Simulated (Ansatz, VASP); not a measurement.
## Ge in VASP and in Ansatz

INCAR

```
  PREC = Accurate
  ENCUT = 520
  EDIFF = 1E-7
  ISMEAR = 0
  SIGMA = 0.15
  LREAL = F
  LASPH = T
  NELM = 80
  ALGO = Normal
  ISIF = 2
  LWAVE = F
  LCHARG = T
  GGA = PS
  LELF = T
  LVHAR = T
  NBANDS = 21
```

KPOINTS

```
regular mesh
0
Gamma
  18 18 18
```

Contents of POSCAR:

```
Ge
1.0
    0.0000000000      2.8804489374      2.8378807265
    2.8804489374      0.0000000000      2.8378807265
    2.8804489374      2.8804489374      0.0000000000
Ge
2
Direct
    0.5000000000      0.5000000000      0.5000000000
    0.7500000000      0.7500000000      0.7500000000
```

Input for Ansatz:

```yaml
crystal:
  lattice:
    - [0.0, 2.8804489374, 2.8378807265]
    - [2.8804489374, 0.0, 2.8378807265]
    - [2.8804489374, 2.8804489374, 0.0]
  atoms:
    - { symbol: Ge, position: [0.5, 0.5, 0.5] }
    - { symbol: Ge, position: [0.75, 0.75, 0.75] }
basis:
  ecutwfc: 420
kpoints:
  mp_grid: { grid: [18, 18, 18] }
hamiltonian:
  xc: pbesol
scf:
  occupations: { method: gaussian, width: 0.15 }
output:
  forces: true
  stress: true
  eigenvalues: true
```

Change from the starting cell: strain +0.015 along x and y, +0.000 along z, atoms carried along.

Alike in both runs: task single point; functional PBEsol; k mesh 18 × 18 × 18; occupations gaussian, width 0.15 eV; no spin polarisation.

|  | VASP | Ansatz |
| --- | --- | --- |
| version | VASP 6.6.1 | Ansatz 0.2.0 |
| potentials or method | VASP PAW PBE potentials, release 64 (Ge_d), cutoff 520 eV | scalar-relativistic, plane waves, PAW |
| valence electrons in the cell | 28 | 28 |

|  | VASP | Ansatz | Ansatz less VASP |
| --- | --- | --- | --- |
| pressure (GPa) | -1.9 | -1.9 | +0.09 |
| traceless stress, the component that is largest in VASP (GPa) | 0.66 | 0.66 | 0.000 |

VASP's potentials were made for PBE, not for PBEsol.
